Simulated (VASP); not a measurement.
# C in VASP: notebook

The runs below take C through single point, with PBEsol.

Everything below comes from runs of VASP 6.6.1. Logs are shortened: lines on timing, memory, paths and dates and some standing lists are left out, and cuts for length are marked.

### Step 1. The cell of the first run

Symmetry: Cmcm, No. 63, orthorhombic system. The conventional cell has a = 2.459 Å, b = 4.259 Å, c = 7.246 Å, α = 90.00°, β = 90.00°, γ = 90.00°. Within 1.9 Å of C (site symmetry m2m) lie 3 C at 1.42 Å. C (site symmetry m2m) has 3 C at 1.42 Å within 1.9 Å.

### Step 2. Single point, PBEsol

INCAR reads:

```
SYSTEM = C
ALGO     = Normal         ! electronic algorithm
EDIFF    = 1E-7           ! SCF threshold, eV
ENCUT    = 520            ! plane-wave cutoff, eV
GGA      = PS             ! functional
ISIF     = 2              ! what is computed and relaxed
ISMEAR   = 0              ! smearing method
LASPH    = .TRUE.         ! aspherical terms in the spheres
LCHARG   = .TRUE.         ! write CHGCAR
LELF     = .TRUE.         ! ELF
LREAL    = .FALSE.        ! projectors in reciprocal space
LVHAR    = .TRUE.       
LWAVE    = .FALSE.        ! write WAVECAR
NBANDS   = 16             ! bands
NELM     = 100            ! most SCF steps
PREC     = Accurate       ! precision mode
SIGMA    = 0.15           ! smearing width, eV
```

KPOINTS reads:

```
k-points
0
G
  18 18 6
  0 0 0
```

POSCAR reads:

```
C
1.0
    2.4587330167      0.0000000000      0.0000000000
   -1.2293665084      2.1293252536      0.0000000000
    0.0000000000      0.0000000000      7.2458067263
C
4
Direct
    0.0666815852      0.1333631704      0.0025000000
   -0.0666815852     -0.1333631704      0.5025000000
    0.4000211255      0.8000422510      0.0025000000
    0.5999788745      0.1999577490      0.5025000000
```

Potentials or basis: VASP PAW PBE potentials, release 64 (C).

Command:

```
cat potpaw_PBE.64/C/POTCAR > POTCAR
mpirun -np 1 vasp_std > vasp.out
```

OUTCAR:

```text
SYSTEM = C
   EDIFF = 1E-7
   ENCUT = 520
   GGA = PS
   ISIF = 2
   ISMEAR = 0
   LASPH = .TRUE.
   LREAL = .FALSE.
   NELM = 100
   PREC = Accurate

 ion  position               nearest neighbor table
   1  0.067  0.133  0.002-   3 1.42   3 1.42   3 1.42
   2  0.933  0.867  0.502-   4 1.42   4 1.42   4 1.42
   3  0.400  0.800  0.002-   1 1.42   1 1.42   1 1.42
   4  0.600  0.200  0.502-   2 1.42   2 1.42   2 1.42

  LATTYP: Found a hexagonal cell.
 ALAT       =     2.4587330167
 C/A-ratio  =     2.9469676769

  Lattice vectors:

 A1 = (   2.4587330167,   0.0000000000,   0.0000000000)
 A2 = (  -1.2293665084,   2.1293252536,   0.0000000000)
 A3 = (   0.0000000000,   0.0000000000,   7.2458067263)

Analysis of symmetry for initial positions (statically):
=====================================================================
 Subroutine PRICEL returns:
 Original cell was already a primitive cell.

 Routine SETGRP: Setting up the symmetry group for a
 hexagonal supercell.

 Subroutine GETGRP returns: Found  8 space group operations
 (whereof  2 operations were pure point group operations)
 out of a pool of 24 trial point group operations.

The static configuration has the point symmetry C_1h.
 The point group associated with its full space group is D_2h.

Analysis of symmetry for dynamics (positions and initial velocities):
=====================================================================
 Subroutine PRICEL returns:
 Original cell was already a primitive cell.

 Routine SETGRP: Setting up the symmetry group for a
 hexagonal supercell.

 Subroutine GETGRP returns: Found  8 space group operations
 (whereof  2 operations were pure point group operations)
 out of a pool of 24 trial point group operations.

The dynamic configuration has the point symmetry C_1h.
 The point group associated with its full space group is D_2h.

 Subroutine INISYM returns: Found  8 space group operations
 (whereof  2 operations are pure point group operations),
 and found     1 'primitive' translations

----------------------------------------------------------------------------------------

                                     Primitive cell

  volume of cell :      37.9350

  direct lattice vectors                    reciprocal lattice vectors
     2.458733017  0.000000000  0.000000000     0.406713536  0.234816170  0.000000000
    -1.229366508  2.129325254  0.000000000     0.000000000  0.469632339  0.000000000
     0.000000000  0.000000000  7.245806726     0.000000000  0.000000000  0.138010858

  length of vectors
     2.458733017  2.458733017  7.245806726     0.469632339  0.469632339  0.138010858

  position of ions in fractional coordinates (direct lattice)
     0.066681585  0.133363170  0.002500000
     0.933318415  0.866636830  0.502500000
     0.400021125  0.800042251  0.002500000
     0.599978875  0.199957749  0.502500000

  ion indices of the primitive-cell ions
   primitive index   ion index
                 1           1
                 2           2
                 3           3
                 4           4

----------------------------------------------------------------------------------------

 KPOINTS: k-points

Automatic generation of k-mesh.
 Grid dimensions read from file:
 generate k-points for:   18   18    6

 Generating k-lattice:

  Cartesian coordinates                     Fractional coordinates (reciprocal lattice)
     0.022595196  0.013045343  0.000000000     0.055555556  0.000000000  0.000000000
     0.000000000  0.026090686  0.000000000     0.000000000  0.055555556  0.000000000
     0.000000000  0.000000000  0.023001810     0.000000000  0.000000000  0.166666667

  Length of vectors
     0.026090686  0.026090686  0.023001810

  Shift w.r.t. Gamma in fractional coordinates (k-lattice)
     0.000000000  0.000000000  0.000000000

 Subroutine IBZKPT returns following result:
 ===========================================

 Found    364 irreducible k-points:

 Following reciprocal coordinates:
            Coordinates               Weight
  0.000000  0.000000  0.000000      1.000000
  0.055556  0.000000  0.000000      4.000000
  0.000000  0.055556  0.000000      2.000000
  0.111111  0.000000  0.000000      4.000000
  0.000000  0.111111  0.000000      2.000000
  0.166667  0.000000  0.000000      4.000000
[... 16 lines left out ...]
 -0.055556  0.166667  0.000000      4.000000
 -0.166667  0.111111  0.000000      4.000000
 [... further k-points ...]
   k-points           NKPTS =    364   k-points in BZ     NKDIM =    364   number of bands    NBANDS=     16
   number of dos      NEDOS =    301   number of ions     NIONS =      4
   total plane-waves  NPLWV =  17496
   dimension x,y,z NGX =    18 NGY =   18 NGZ =   54
   dimension x,y,z NGXF=    36 NGYF=   36 NGZF=  108
   ions per type =               4
   NGX,Y,Z   is equivalent  to a cutoff of  12.17, 12.17, 12.39 a.u.
   NGXF,Y,Z  is equivalent  to a cutoff of  24.34, 24.34, 24.78 a.u.
 SYSTEM =  C
   PREC   = accura    normal or accurate (medium, high low for compatibility)
   ISTART =      0    job   : 0-new  1-cont  2-samecut
   ICHARG =      2    charge: 1-file 2-atom 10-const
   ISPIN  =      1    spin polarized calculation?
   LNONCOLLINEAR =      F non collinear calculations
   LSORBIT =      F    spin-orbit coupling
   LASPH  =      T    aspherical Exc in radial PAW
   ENCUT  =  520.0 eV  38.22 Ry    6.18 a.u.   4.57  4.57 13.47*2*pi/ulx,y,z
   NELM   =    100;   NELMIN=  2; NELMDL= -5     # of ELM steps
   EDIFF  = 0.1E-06   stopping-criterion for ELM
   LREAL  =      F    real-space projection
   EDIFFG = 0.1E-05   stopping-criterion for IOM
   NSW    =      0    number of steps for IOM
   IBRION =     -1    ionic relax: 0-MD 1-quasi-New 2-CG
   NFREE  =      0    steps in history (QN), initial steepest desc. (CG)
   ISIF   =      2    stress and relaxation
   ISYM   =      2    0-nonsym 1-usesym 2-fastsym
   POTIM  = 0.5000    time-step for ionic-motion
   TEBEG  =    0.0;   TEEND  =   0.0 temperature during run
   PSTRESS=    0.0 pullay stress
   NELECT =      16.0000    total number of electrons
   NUPDOWN=      -1.0000    fix difference up-down
   EMIN   =  10.00;   EMAX   =-10.00  energy-range for DOS
   EFERMI =   0.00;   METHOD = LEGACY
   ISMEAR =     0;   SIGMA  =   0.15  broadening in eV -4-tet -1-fermi 0-gaus
   EFERMI_NEDOS =   21; number of points for ismear=-14 and -15
   IALGO  =     38    algorithm
   IMIX   =      4    mixing-type and parameters
     AMIX     =   0.40;   BMIX     =  1.00
     AMIX_MAG =   1.60;   BMIX_MAG =  1.00
  volume/ion in A,a.u.               =       9.48        64.00
  Fermi-wavevector in a.u.,A,eV,Ry     =   1.227726  2.320066 20.508213  1.507311
  Thomas-Fermi vector in A             =   2.362678
   LORBIT       =      0    0 simple, 1 ext, 2 COOP (PROOUT), +10 PAW based schemes
   GGA     = PS    functional components
   LHFCALC =     F    Hartree Fock is set to
   AEXX    =    0.0000 exact exchange contribution
   IVDW    =     0    specifies the selected vdW correction
   LEPSILON=     F    determine dielectric tensor
   LRPA    =     F    only Hartree local field effects (RPA)
 non-spin polarized calculation
 Gauss-broadening in eV      SIGMA  =   0.15
  energy-cutoff  :      520.00
  volume of cell :       37.94
 maximum number of plane-waves:      1046
   NGX =  9   NGY =  9   NGZ = 27

 number of electron      16.0000002 magnetization

 Free energy of the ion-electron system (eV)
  ---------------------------------------------------
  ext. energy  EPLUGINS =         0.00000000
  ---------------------------------------------------
  free energy    TOTEN  =       -38.57783642 eV

  energy without entropy =      -38.57689173  energy(sigma->0) =      -38.57736408

 E-fermi :   3.9982     XC(G=0): -10.0173

 val. band max:        3.9980113252   @ k =   0.3333   0.3333   0.5000
 cond. band min:       4.0022086058   @ k =   0.3333   0.3333   0.5000
 fundamental gap:      0.0041972806
 Fermi energy:         3.9982248151

 k-point     1 :       0.0000    0.0000    0.0000
  band No.  band energies     occupation
      1     -15.6206      2.00000
      2     -15.4551      2.00000
      3      -4.3365      2.00000
      4      -2.9990      2.00000
      5       1.0065      2.00000
      6       1.0123      2.00000
[... 8 lines left out ...]
     15      15.5322      0.00000
     16      15.6098      0.00000

 k-point     2 :       0.0556    0.0000    0.0000
  band No.  band energies     occupation
      1     -15.5468      2.00000
      2     -15.3821      2.00000
      3      -4.2466      2.00000
      4      -2.9134      2.00000
      5       0.7089      2.00000
      6       0.7226      2.00000
[... 8 lines left out ...]
     15      15.2635      0.00000
     16      15.3627      0.00000

 k-point     3 :       0.0000    0.0556    0.0000
  band No.  band energies     occupation
      1     -15.5468      2.00000
      2     -15.3821      2.00000
      3      -4.2467      2.00000
      4      -2.9133      2.00000
      5       0.7119      2.00000
      6       0.7203      2.00000
[... 8 lines left out ...]
     15      15.2828      0.00000
     16      15.3432      0.00000

 k-point     4 :       0.1111    0.0000    0.0000
  band No.  band energies     occupation
      1     -15.3259      2.00000
      2     -15.1636      2.00000
      3      -3.9779      2.00000
      4      -2.6576      2.00000
      5      -0.1152      2.00000
      6      -0.0937      2.00000
[... 8 lines left out ...]
     15      14.4968      0.00000
     16      14.6611      0.00000

 k-point     5 :       0.0000    0.1111    0.0000
  band No.  band energies     occupation
      1     -15.3259      2.00000
      2     -15.1636      2.00000
      3      -3.9783      2.00000
      4      -2.6571      2.00000
      5      -0.1130      2.00000
      6      -0.0956      2.00000
[... 8 lines left out ...]
     15      14.5600      0.00000
     16      14.5997      0.00000

 k-point     6 :       0.1667    0.0000    0.0000
  band No.  band energies     occupation
      1     -14.9587      2.00000
      2     -14.8005      2.00000
      3      -3.5329      2.00000
      4      -2.2355      2.00000
      5      -1.2996      2.00000
      6      -1.2673      2.00000
[... 8 lines left out ...]
     15      14.9252      0.00000
     16      14.9275      0.00000
[... 267 lines left out ...]
 k-point    21 :      -0.1111    0.0556    0.0000
  band No.  band energies     occupation
      1     -15.3994      2.00000
      2     -15.2364      2.00000
      3      -4.0672      2.00000
      4      -2.7428      2.00000
      5       0.1728      2.00000
      6       0.1956      2.00000
[... 8 lines left out ...]
     15      14.7317      0.00000
     16      14.9046      0.00000

 k-point    22 :       0.1111    0.0556    0.0000
  band No.  band energies     occupation
      1     -15.1054      2.00000
      2     -14.9455      2.00000
      3      -3.7107      2.00000
      4      -2.4032      2.00000
      5      -0.7700      2.00000
      6      -0.7534      2.00000
[... 8 lines left out ...]
     15      14.1187      0.00000
     16      14.1704      0.00000

 k-point    23 :      -0.0556    0.1667    0.0000
  band No.  band energies     occupation
      1     -15.1054      2.00000
      2     -14.9455      2.00000
      3      -3.7111      2.00000
      4      -2.4028      2.00000
      5      -0.7696      2.00000
      6      -0.7536      2.00000
[... 8 lines left out ...]
     15      14.1185      0.00000
     16      14.1716      0.00000

 k-point    24 :      -0.1667    0.1111    0.0000
  band No.  band energies     occupation
      1     -15.1054      2.00000
      2     -14.9455      2.00000
      3      -3.7102      2.00000
      4      -2.4039      2.00000
      5      -0.7766      2.00000
      6      -0.7466      2.00000
[... 8 lines left out ...]
     15      14.1245      0.00000
     16      14.1643      0.00000

 [... further k-points ...]

------------------------ aborting loop because EDIFF is reached ----------------------------------------

  FORCE on cell =-STRESS in cart. coord.  units (eV):
  Direction    XX          YY          ZZ          XY          YZ          ZX
  --------------------------------------------------------------------------------------
  -------------------------------------------------------------------------------------
  Total        0.2656254      0.2204078      0.0159133     -0.0000000      0.0000000      0.0000000
  in kB       11.2186359      9.3088777      0.6720968     -0.0000000      0.0000000      0.0000000
  external PRESSURE =       7.0665368 kB  Pullay stress =       0.0000000 kB

 VOLUME and BASIS-vectors are now :
 -----------------------------------------------------------------------------
  energy-cutoff  :      520.00
  volume of cell :       37.94
      direct lattice vectors                 reciprocal lattice vectors
     2.458733017  0.000000000  0.000000000     0.406713536  0.234816170  0.000000000
    -1.229366508  2.129325254  0.000000000     0.000000000  0.469632339  0.000000000
     0.000000000  0.000000000  7.245806726     0.000000000  0.000000000  0.138010858

 POSITION                                       TOTAL-FORCE (eV/Angst)
 -----------------------------------------------------------------------------------
     -0.00000      0.28397      0.01811         0.000000     -0.002326      0.000000
      1.22937      1.84535      3.64102        -0.000000      0.002326      0.000000
     -0.00000      1.70355      0.01811         0.000000     -0.000416      0.000000
      1.22937      0.42578      3.64102        -0.000000      0.000416      0.000000
 -----------------------------------------------------------------------------------
    total drift:                                0.000000      0.000000     -0.000007

  FREE ENERGIE OF THE ION-ELECTRON SYSTEM (eV)
  ---------------------------------------------------
  free  energy   TOTEN  =       -38.5778364249 eV

  energy  without entropy=      -38.5768917265  energy(sigma->0) =      -38.57736408
```

It took 3.9 min on 1 thread of Intel Xeon 8259CL, shared host; peak memory 0.26 GiB.

Results:

```yaml
Free_energy: -38.5778 eV
Pressure: 0.7 GPa
```

Forces in eV/Å, atoms in the order of the input:
```
C    0.000 -0.002  0.000
C    0.000  0.002  0.000
C    0.000  0.000  0.000
C    0.000  0.000  0.000
```

Caveat: this functional lacks dispersion, which binds the layers, so the pressure and a relaxed spacing across them are unreliable; the PAW data sets were made with another functional, which shifts forces and pressure a little.

### Step 3. Single point, PBEsol

Edit INCAR of step 2 so:

```diff
@@ -8,9 +8,7 @@
 LASPH    = .TRUE.         ! aspherical terms in the spheres
-LCHARG   = .TRUE.         ! write CHGCAR
-LELF     = .TRUE.         ! ELF
+LCHARG   = .FALSE.        ! write CHGCAR
 LREAL    = .FALSE.        ! projectors in reciprocal space
-LVHAR    = .TRUE.       
 LWAVE    = .FALSE.        ! write WAVECAR
 NBANDS   = 16             ! bands
-NELM     = 100            ! most SCF steps
+NELM     = 80             ! most SCF steps
 PREC     = Accurate       ! precision mode
```

KPOINTS is that of step 2.

POSCAR reads:

```
C
1.0
    2.4587330167      0.0000000000      0.0000000000
   -1.2293665084      2.1293252536      0.0000000000
    0.0000000000      0.0000000000      7.2458067263
C
4
Direct
   -0.0244071541      0.0666815852      0.0025000000
    0.0244071541     -0.0666815852      0.5025000000
    0.3089239073      0.7333544588      0.0025000000
    0.6910760927      0.2666455412      0.5025000000
```

Potentials or basis: VASP PAW PBE potentials, release 64 (C).

Command:

```
cat potpaw_PBE.64/C/POTCAR > POTCAR
mpirun -np 1 vasp_std > vasp.out
```

OUTCAR:

```text
SYSTEM = C
   EDIFF = 1E-7
   ENCUT = 520
   GGA = PS
   ISIF = 2
   ISMEAR = 0
   LASPH = .TRUE.
   LREAL = .FALSE.
   NELM = 80
   PREC = Accurate

 ion  position               nearest neighbor table
   1  0.976  0.067  0.002-   3 1.42   3 1.42   3 1.42
   2  0.024  0.933  0.502-   4 1.42   4 1.42   4 1.42
   3  0.309  0.733  0.002-   1 1.42   1 1.42   1 1.42
   4  0.691  0.267  0.502-   2 1.42   2 1.42   2 1.42

  LATTYP: Found a hexagonal cell.
[... 655 lines left out ...]

  FORCE on cell =-STRESS in cart. coord.  units (eV):
  Direction    XX          YY          ZZ          XY          YZ          ZX
  --------------------------------------------------------------------------------------
  -------------------------------------------------------------------------------------
  Total        0.2530426      0.2311802      0.0194097     -0.0085109      0.0000000      0.0000000
  in kB       10.6872019      9.7638480      0.8197665     -0.3594558      0.0000000      0.0000000
  external PRESSURE =       7.0902722 kB  Pullay stress =       0.0000000 kB

 VOLUME and BASIS-vectors are now :
 -----------------------------------------------------------------------------
  energy-cutoff  :      520.00
  volume of cell :       37.94
      direct lattice vectors                 reciprocal lattice vectors
     2.458733017  0.000000000  0.000000000     0.406713536  0.234816170  0.000000000
    -1.229366508  2.129325254  0.000000000     0.000000000  0.469632339  0.000000000
     0.000000000  0.000000000  7.245806726     0.000000000  0.000000000  0.138010858

 POSITION                                       TOTAL-FORCE (eV/Angst)
 -----------------------------------------------------------------------------------
      2.31675      0.14199      0.01811         0.005253     -0.003300      0.000000
     -1.08738      1.98734      3.64102        -0.005253      0.003300      0.000000
     -0.14200      1.56155      0.01811         0.005867     -0.002796      0.000000
      1.37137      0.56778      3.64102        -0.005867      0.002796      0.000000
 -----------------------------------------------------------------------------------
    total drift:                                0.000000      0.000000     -0.000010

  FREE ENERGIE OF THE ION-ELECTRON SYSTEM (eV)
  ---------------------------------------------------
  free  energy   TOTEN  =       -38.5773778893 eV

  energy  without entropy=      -38.5764971509  energy(sigma->0) =      -38.57693752
```

Wall time 6.6 min (1 thread of Intel Xeon 8259CL, shared host); peak memory 0.37 GiB.

What came out:

```yaml
Free_energy: -38.5774 eV
Pressure: 0.7 GPa
Largest_force: 0.006 eV/Å
```

Forces in eV/Å, atoms in the order of the input:
```
C    0.005 -0.003  0.000
C   -0.005  0.003  0.000
C    0.006 -0.003  0.000
C   -0.006  0.003  0.000
```

Stress tensor (GPa, compression positive):
```
 1.07 -0.04  0.00
-0.04  0.98  0.00
 0.00  0.00  0.08
```

Caveat: this functional lacks dispersion, which binds the layers, so the pressure and a relaxed spacing across them are unreliable; the PAW data sets were made with another functional, which shifts forces and pressure a little.
